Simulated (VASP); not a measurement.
# Ni2Ge (km) (P6_3/mmc) in VASP: single point with PBEsol

Aim: the single point of Ni2Ge (km) with PBEsol.

Program: VASP 6.6.1. These are calculated values, not measurements. Logs are shortened: lines on timing, memory, paths and dates and some standing lists are left out, and cuts for length are marked.

## Step 1: The cell of the first run

Symmetry: P6_3/mmc, No. 194, hexagonal system. Conventional cell: a = 3.972 Å, b = 3.972 Å, c = 5.015 Å, α = 90.00°, β = 90.00°, γ = 120.00°. Ni (site symmetry -6m2) has 5 Ge at 2.29 to 2.51 Å and 6 Ni at 2.61 Å within 3.0 Å. Ni (site symmetry -3m) has 8 Ni at 2.51 to 2.61 Å and 6 Ge at 2.61 Å within 3.3 Å. Within 3.0 Å of Ge (site symmetry -6m2) lie 11 Ni at 2.29 to 2.61 Å.

## Step 2: Single point, PBEsol

INCAR

```
ALGO = Normal
EDIFF = 1E-6
ENCUT = 600
GGA = PS
GGA_COMPAT = F
ISIF = 2
ISMEAR = 0
LASPH = T
LCHARG = F
LREAL = F
LWAVE = F
NBANDS = 43
NELM = 120
PREC = Accurate
SIGMA = 0.1
```

KPOINTS

```
k-points
0
Gamma
  6 6 4
```

POSCAR

```
Ni2Ge
1.0
    3.9723605240      0.0000000000      0.0000000000
   -1.9861802620      3.4401651268      0.0000000000
    0.0000000000      0.0000000000      5.0147814969
Ni Ge
4 2
Direct
    0.6666666667      0.3333333333      0.2500000000
    0.3333333333      0.6666666667      0.7500000000
    0.0000000000      0.0000000000      0.0000000000
    0.0000000000      0.0000000000      0.5000000000
    0.6666666667      0.3333333333      0.7500000000
    0.3333333333      0.6666666667      0.2500000000
```

Potentials or basis: VASP PAW PBE potentials, release 64 (Ni, Ge_d).

Launch:

```console
cat potpaw_PBE.64/Ni/POTCAR potpaw_PBE.64/Ge_d/POTCAR > POTCAR
mpirun -np 1 vasp_std > vasp.out
```

OUTCAR:

```text
EDIFF = 1E-6
   ENCUT = 600
   GGA = PS
   ISIF = 2
   ISMEAR = 0
   LASPH = T
   LREAL = F
   NELM = 120
   PREC = Accurate

 ion  position               nearest neighbor table
   1  0.667  0.333  0.250-   6 2.29   6 2.29   6 2.29   5 2.51   5 2.51   3 2.61   4 2.61   3 2.61
                             4 2.61   3 2.61   4 2.61
   2  0.333  0.667  0.750-   5 2.29   5 2.29   5 2.29   6 2.51   6 2.51   3 2.61   4 2.61   4 2.61
                             3 2.61   4 2.61   3 2.61
   3  0.000  0.000  0.000-   4 2.51   4 2.51   1 2.61   5 2.61   6 2.61   2 2.61   1 2.61   5 2.61
                             2 2.61   6 2.61   1 2.61   5 2.61   2 2.61   6 2.61
   4  0.000  0.000  0.500-   3 2.51   3 2.51   1 2.61   5 2.61   6 2.61   2 2.61   1 2.61   5 2.61
                             2 2.61   6 2.61   1 2.61   5 2.61   2 2.61   6 2.61
   5  0.667  0.333  0.750-   2 2.29   2 2.29   2 2.29   1 2.51   1 2.51   3 2.61   4 2.61   3 2.61
                             4 2.61   3 2.61   4 2.61
   6  0.333  0.667  0.250-   1 2.29   1 2.29   1 2.29   2 2.51   2 2.51   3 2.61   4 2.61   4 2.61
                             3 2.61   4 2.61   3 2.61

  LATTYP: Found a hexagonal cell.
 ALAT       =     3.9723605240
 C/A-ratio  =     1.2624185208

  Lattice vectors:

 A1 = (   3.9723605240,   0.0000000000,   0.0000000000)
 A2 = (  -1.9861802620,   3.4401651268,   0.0000000000)
 A3 = (   0.0000000000,   0.0000000000,   5.0147814969)

Analysis of symmetry for initial positions (statically):
=====================================================================
 Subroutine PRICEL returns:
 Original cell was already a primitive cell.

 Routine SETGRP: Setting up the symmetry group for a
 hexagonal supercell.

 Subroutine GETGRP returns: Found 24 space group operations
 (whereof 12 operations were pure point group operations)
 out of a pool of 24 trial point group operations.

The static configuration has the point symmetry D_3d.
 The point group associated with its full space group is D_6h.

Analysis of symmetry for dynamics (positions and initial velocities):
=====================================================================
 Subroutine PRICEL returns:
 Original cell was already a primitive cell.

 Routine SETGRP: Setting up the symmetry group for a
 hexagonal supercell.

 Subroutine GETGRP returns: Found 24 space group operations
 (whereof 12 operations were pure point group operations)
 out of a pool of 24 trial point group operations.

The dynamic configuration has the point symmetry D_3d.
 The point group associated with its full space group is D_6h.

[... 105 lines left out ...]
   NSW    =      0    number of steps for IOM
   IBRION =     -1    ionic relax: 0-MD 1-quasi-New 2-CG
   NFREE  =      0    steps in history (QN), initial steepest desc. (CG)
   ISIF   =      2    stress and relaxation
   ISYM   =      2    0-nonsym 1-usesym 2-fastsym
   POTIM  = 0.5000    time-step for ionic-motion
   TEBEG  =    0.0;   TEEND  =   0.0 temperature during run
   PSTRESS=    0.0 pullay stress
   NELECT =      68.0000    total number of electrons
   NUPDOWN=      -1.0000    fix difference up-down
   EMIN   =  10.00;   EMAX   =-10.00  energy-range for DOS
   EFERMI =   0.00;   METHOD = LEGACY
   ISMEAR =     0;   SIGMA  =   0.10  broadening in eV -4-tet -1-fermi 0-gaus
   EFERMI_NEDOS =   21; number of points for ismear=-14 and -15
   IALGO  =     38    algorithm
   IMIX   =      4    mixing-type and parameters
     AMIX     =   0.40;   BMIX     =  1.00
     AMIX_MAG =   1.60;   BMIX_MAG =  1.00
  volume/ion in A,a.u.               =      11.42        77.08
  Fermi-wavevector in a.u.,A,eV,Ry     =   1.632868  3.085674 36.276653  2.666259
  Thomas-Fermi vector in A             =   2.724768
   LORBIT       =      0    0 simple, 1 ext, 2 COOP (PROOUT), +10 PAW based schemes
   GGA     = PS    functional components
   LHFCALC =     F    Hartree Fock is set to
   AEXX    =    0.0000 exact exchange contribution
   IVDW    =     0    specifies the selected vdW correction
   LEPSILON=     F    determine dielectric tensor
   LRPA    =     F    only Hartree local field effects (RPA)
 non-spin polarized calculation
 Gauss-broadening in eV      SIGMA  =   0.10
  energy-cutoff  :      600.00
  volume of cell :       68.53
 maximum number of plane-waves:      2307
 NGX is ok and might be reduce to    32
   NGX = 15   NGY = 15   NGZ = 21

 number of electron      67.9999976 magnetization

 Free energy of the ion-electron system (eV)
  ---------------------------------------------------
  ext. energy  EPLUGINS =         0.00000000
  ---------------------------------------------------
  free energy    TOTEN  =       -36.50940980 eV

  energy without entropy =      -36.49697572  energy(sigma->0) =      -36.50319276

 E-fermi :  10.2683     XC(G=0): -13.5041

 val. band max:       10.2375133434   @ k =   0.3333   0.3333   0.2500
 cond. band min:      10.3242720853   @ k =   0.3333   0.0000   0.2500
 fundamental gap:      0.0867587419
 Fermi energy:        10.2683389403

 k-point     1 :       0.0000    0.0000    0.0000
  band No.  band energies     occupation
      1     -14.4833      2.00000
      2     -14.4735      2.00000
      3     -14.4518      2.00000
      4     -14.4518      2.00000
      5     -14.4180      2.00000
      6     -14.4180      2.00000
[... 955 lines left out ...]
     42      18.1957      0.00000
     43      19.1693      0.00000

------------------------ aborting loop because EDIFF is reached ----------------------------------------

  FORCE on cell =-STRESS in cart. coord.  units (eV):
  Direction    XX          YY          ZZ          XY          YZ          ZX
  --------------------------------------------------------------------------------------
  -------------------------------------------------------------------------------------
  Total        0.0320257      0.0320257     -0.0684916      0.0000000      0.0000000      0.0000000
  in kB        0.7487367      0.7487367     -1.6012830      0.0000000      0.0000000      0.0000000
  external PRESSURE =      -0.0346032 kB  Pullay stress =       0.0000000 kB

 VOLUME and BASIS-vectors are now :
 -----------------------------------------------------------------------------
  energy-cutoff  :      600.00
  volume of cell :       68.53
      direct lattice vectors                 reciprocal lattice vectors
     3.972360524  0.000000000  0.000000000     0.251739487  0.145341861  0.000000000
    -1.986180262  3.440165127  0.000000000     0.000000000  0.290683721  0.000000000
     0.000000000  0.000000000  5.014781497     0.000000000  0.000000000  0.199410483

 POSITION                                       TOTAL-FORCE (eV/Angst)
 -----------------------------------------------------------------------------------
      1.98618      1.14672      1.25370         0.000000     -0.000000     -0.000000
     -0.00000      2.29344      3.76109        -0.000000      0.000000     -0.000000
      0.00000      0.00000      0.00000        -0.000000      0.000000      0.000000
      0.00000      0.00000      2.50739        -0.000000      0.000000      0.000000
      1.98618      1.14672      3.76109        -0.000000      0.000000      0.000000
     -0.00000      2.29344      1.25370        -0.000000     -0.000000      0.000000
 -----------------------------------------------------------------------------------
    total drift:                               -0.000000     -0.000000      0.000000

  FREE ENERGIE OF THE ION-ELECTRON SYSTEM (eV)
  ---------------------------------------------------
  free  energy   TOTEN  =       -36.5094097956 eV

  energy  without entropy=      -36.4969757156  energy(sigma->0) =      -36.50319276
```

OSZICAR:

```text
N       E                     dE             d eps       ncg     rms          rms(c)
DAV:   1     0.635791125178E+03    0.63579E+03   -0.31837E+04  2106   0.424E+03
DAV:   2     0.732764317711E+02   -0.56251E+03   -0.53611E+03  1806   0.787E+02
DAV:   3    -0.348112674467E+02   -0.10809E+03   -0.10403E+03  1826   0.242E+02
DAV:   4    -0.408037351516E+02   -0.59925E+01   -0.59420E+01  2053   0.672E+01
DAV:   5    -0.409326548251E+02   -0.12892E+00   -0.12883E+00  2263   0.965E+00    0.213E+01
DAV:   6    -0.414930509816E+02   -0.56040E+00   -0.52789E+01  2284   0.867E+01    0.204E+01
DAV:   7    -0.367897221851E+02    0.47033E+01   -0.16635E+01  1988   0.744E+01    0.912E+00
DAV:   8    -0.369601766864E+02   -0.17045E+00   -0.53437E+00  2128   0.469E+01    0.771E+00
DAV:   9    -0.365304664888E+02    0.42971E+00   -0.12139E+00  2269   0.251E+01    0.181E+00
DAV:  10    -0.365116704755E+02    0.18796E-01   -0.30086E-01  1980   0.559E+00    0.625E-01
DAV:  11    -0.365094248280E+02    0.22456E-02   -0.25306E-02  2110   0.178E+00    0.267E-01
DAV:  12    -0.365094985694E+02   -0.73741E-04   -0.24301E-03  1992   0.840E-01    0.135E-01
DAV:  13    -0.365094093640E+02    0.89205E-04   -0.64949E-04  2037   0.477E-01    0.327E-02
DAV:  14    -0.365094129232E+02   -0.35592E-05   -0.10922E-04  2039   0.102E-01    0.220E-02
DAV:  15    -0.365094099333E+02    0.29900E-05   -0.15650E-05  2043   0.467E-02    0.738E-03
DAV:  16    -0.365094097956E+02    0.13763E-06   -0.34277E-06  1525   0.186E-02
   1 F= -.36509410E+02 E0= -.36503193E+02  d E =-.124341E-01
```

stdout:

```text
POSCAR found type information on POSCAR NiGe
 POSCAR found :  2 types and       6 ions
 scaLAPACK will be used
 -----------------------------------------------------------------------------
|                                                                             |
|                                                                             |
|     You enforced a specific xc type in the INCAR file but a different       |
|     I HOPE YOU KNOW WHAT YOU ARE DOING!                                     |
|                                                                             |
 -----------------------------------------------------------------------------

 LDA part: xc-table for (Slater+PW92), standard interpolation
 POSCAR, INCAR and KPOINTS ok, starting setup
 FFT: planning ... GRIDC
 FFT: planning ... GRID_SOFT
 FFT: planning ... GRID
 WAVECAR not read
 entering main loop
```

It took 34 s on 1 thread of Intel Xeon Platinum 8481C at 2.70GHz (Sapphire Rapids), shared host; peak memory 0.22 GiB.

What came out:

```
Free energy            : -36.5094 eV
Pressure               : 0.0 GPa
Band gap on the k mesh : zero (band 34 reaches 12.49 eV, above the bottom of band 35 at 9.78 eV)
```

Stress tensor (GPa, compression positive):
```
 0.07  0.00  0.00
 0.00  0.07  0.00
 0.00  0.00 -0.16
```

Caveat: the PAW data sets were made with another functional, which shifts forces and pressure a little. Spin polarisation is off, so any magnetic state and its effect on volume and gap are missing.
